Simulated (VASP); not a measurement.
# Pt in VASP: further runs, part 2 of 2

VASP 6.6.1. The steps go on from the part before.

### Step 5. Relaxation of cell and atoms, r2SCAN

The input, POSCAR:

```
Pt
1.0
    2.6039071660      0.0000000000      0.0000000000
    0.0000000000      2.6039071660      0.0000000000
    0.0000000000      0.0000000000      2.6039071660
Pt
1
Direct
    0.5000000000      0.5000000000      0.5000000000
```

The input, INCAR.step1:

```
SYSTEM = Pt
  PREC = Accurate
  ENCUT = 600
  ISMEAR = 0
  SIGMA = 0.1
  LREAL = .False.
  LASPH = .True.
  NELM = 60
  GGA = PE
  ALGO = Normal
  EDIFF = 1E-4
  LWAVE = .True.
  LCHARG = .False.
```

The input, INCAR.step2:

```
SYSTEM = Pt
  PREC = Accurate
  ENCUT = 600
  EDIFF = 1E-6
  ISMEAR = 0
  SIGMA = 0.1
  LREAL = .False.
  LASPH = .True.
  NELM = 60
  ALGO = Normal
  ISIF = 3
  LWAVE = .False.
  LCHARG = .False.
  METAGGA = R2SCAN
  LMIXTAU = .True.
  IBRION = 2
  NSW = 100
  EDIFFG = -0.01
  ISTART = 1
```

The input, KPOINTS:

```
regular mesh
0
Gamma
  22 22 22
  0 0 0
```

Potentials or basis: VASP PAW PBE potentials, release 64 (Pt).

Run with:

```
> cat potpaw_PBE.64/Pt/POTCAR > POTCAR
> cp INCAR.step1 INCAR
> mpirun -np 1 vasp_std > vasp.out
> cp INCAR.step2 INCAR
> mpirun -np 1 vasp_std > vasp.out
```

OUTCAR:

```text
SYSTEM = Pt
   PREC = Accurate
   ENCUT = 600
   EDIFF = 1E-6
   ISMEAR = 0
   LREAL = .False.
   LASPH = .True.
   NELM = 60
   ISIF = 3
   METAGGA = R2SCAN
   IBRION = 2
   NSW = 100
   EDIFFG = -0.01
   ISTART = 1

 ion  position               nearest neighbor table
   1  0.500  0.500  0.500-

  LATTYP: Found a simple cubic cell.
 ALAT       =     2.6039071660

  Lattice vectors:

 A1 = (   2.6039071660,   0.0000000000,   0.0000000000)
 A2 = (   0.0000000000,   2.6039071660,   0.0000000000)
 A3 = (   0.0000000000,   0.0000000000,   2.6039071660)

Analysis of symmetry for initial positions (statically):
=====================================================================
 Subroutine PRICEL returns:
 Original cell was already a primitive cell.

 Routine SETGRP: Setting up the symmetry group for a
 simple cubic supercell.

 Subroutine GETGRP returns: Found 48 space group operations
 (whereof 48 operations were pure point group operations)
 out of a pool of 48 trial point group operations.

The static configuration has the point symmetry O_h .
[... 169 lines left out ...]
  Total        0.0498968      0.0498968      0.0498968      0.0000000     -0.0000000      0.0000000
  in kB        4.5279998      4.5279998      4.5279998      0.0000000     -0.0000000      0.0000000
  external PRESSURE =       4.5279998 kB  Pullay stress =       0.0000000 kB
[... 57 lines left out ...]
--------------------------------------- Ionic step        3  -------------------------------------------

 number of electron      10.0000001 magnetization

 Free energy of the ion-electron system (eV)
  ---------------------------------------------------
  ext. energy  EPLUGINS =         0.00000000
  ---------------------------------------------------
  free energy    TOTEN  =       -51.07239344 eV

  energy without entropy =      -51.06552894  energy(sigma->0) =      -51.06896119

 E-fermi :   8.2874     XC(G=0): -13.2906

 val. band max:        8.2819952830   @ k =   0.4091   0.1364   0.0455
 cond. band min:       8.2879956671   @ k =   0.4545   0.3636   0.0909
 fundamental gap:      0.0060003840
 Fermi energy:         8.2873599888

 k-point     1 :       0.0000    0.0000    0.0000
  band No.  band energies     occupation
      1      -0.4371      2.00000
      2       2.3044      2.00000
      3       2.3044      2.00000
      4       8.5613      0.00011
      5       8.5613      0.00011
      6       8.5613      0.00011
      7      24.3141      0.00000
      8      24.3141      0.00000
      9      24.3141      0.00000
[... 265 lines left out ...]
 k-point    24 :       0.0909    0.0909    0.0000
  band No.  band energies     occupation
      1       0.0524      2.00000
      2       2.4883      2.00000
      3       2.6585      2.00000
      4       8.1115      1.98712
      5       8.3260      0.58442
      6       8.3955      0.12627
      7      22.9108      0.00000
      8      23.4630      0.00000
      9      25.1856      0.00000

 [... further k-points ...]

------------------------ aborting loop because EDIFF is reached ----------------------------------------

  FORCE on cell =-STRESS in cart. coord.  units (eV):
  Direction    XX          YY          ZZ          XY          YZ          ZX
  --------------------------------------------------------------------------------------
  -------------------------------------------------------------------------------------
  Total        0.0021821      0.0021821      0.0021821      0.0000000      0.0000000     -0.0000000
  in kB        0.1976093      0.1976093      0.1976093      0.0000000      0.0000000     -0.0000000
  external PRESSURE =       0.1976093 kB  Pullay stress =       0.0000000 kB
[... 16 lines left out ...]
  FREE ENERGIE OF THE ION-ELECTRON SYSTEM (eV)
  ---------------------------------------------------
  free  energy   TOTEN  =       -51.0723934365 eV

  energy  without entropy=      -51.0655289407  energy(sigma->0) =      -51.06896119

 reached required accuracy - stopping structural energy minimisation
```

OUTCAR.step1:

```text
SYSTEM = Pt
   PREC = Accurate
   ENCUT = 600
   ISMEAR = 0
   LREAL = .False.
   LASPH = .True.
   NELM = 60
[... 505 lines left out ...]
 -----------------------------------------------------------------------------------
      1.30195      1.30195      1.30195         0.000000      0.000000      0.000000
 -----------------------------------------------------------------------------------
    total drift:                                0.000000     -0.000000     -0.000000

  FREE ENERGIE OF THE ION-ELECTRON SYSTEM (eV)
  ---------------------------------------------------
  free  energy   TOTEN  =        -5.6434517799 eV

  energy  without entropy=       -5.6368108595  energy(sigma->0) =       -5.64013132
```

Run time: 2.4 min. Hardware: 1 thread of Intel Xeon 6975P-C (Granite Rapids), shared host; peak memory 0.21 GiB.

Results:

| Quantity | Value |
| --- | --- |
| Free energy | -51.0724 eV |
| Relaxed volume | 17.69 Å³/atom |
| Relaxed cell | a = 2.606 Å, b = 2.606 Å, c = 2.606 Å, α = 90.00°, β = 90.00°, γ = 90.00° |
| Space group after relaxing (to 0.05 Å) | Pm-3m (No. 221) |
| Energy gained by relaxing | 0.0 meV/atom |
| Ionic steps | 3 |
| Pressure after relaxing | 0.0 GPa |
| Band gap on the k mesh | zero (band 5 reaches 10.54 eV, above the bottom of band 6 at 7.14 eV) |

Final structure:
```
CELL_PARAMETERS angstrom
2.60569 0.00000 0.00000
0.00000 2.60569 0.00000
0.00000 0.00000 2.60569
ATOMIC_POSITIONS crystal
Pt 0.50000 0.50000 0.50000
```

Levels at points of the mesh, in eV from the Fermi level:
```
           k point  band 3  band 4  band 5  band 6  band 7  band 8
(0.00, 0.00, 0.00)   -5.98    0.27    0.27    0.27   16.03   16.03
(0.50, 0.00, 0.00)   -2.01   -2.01   -0.32    0.50    4.81   17.48
(0.50, 0.50, 0.00)   -1.59   -1.59    2.10    4.83    4.83   10.18
(0.50, 0.50, 0.50)   -5.13    2.26    2.26   10.59   10.59   10.59
```

Caveat: the PAW data sets were made with another functional, which shifts forces and pressure a little; spin-orbit coupling is left out, which moves the levels of the heavy elements.

### Step 6. The runs side by side

```tsv
task	cell	k mesh	cutoff (eV)	gap on the mesh (eV)	pressure (GPa)
single point	a = 2.604 Å, angles 90.1°, 1 atom	21 × 21 × 21	520	none	0.5
single point	a = 3.680 Å, angles 60.1°, 2 atoms	6 × 6 × 6	520	none	0.2
single point	a = 2.603 Å, 1 atom	22 × 22 × 22	520	none	0.5
relaxation of cell and atoms	relaxed from a = 2.604 Å, 1 atom	22 × 22 × 22	600	none	0.0
```

Alike in all rows: level r2SCAN; potentials or basis VASP PAW PBE potentials, release 64 (Pt); no spin polarisation; smearing gaussian 0.1 eV.

Caveats: the PAW data sets were made with another functional, which shifts forces and pressure a little; spin-orbit coupling is left out, which moves the levels of the heavy elements.

Total energies depend on the potentials used, so only differences within one code and one set of settings carry meaning.
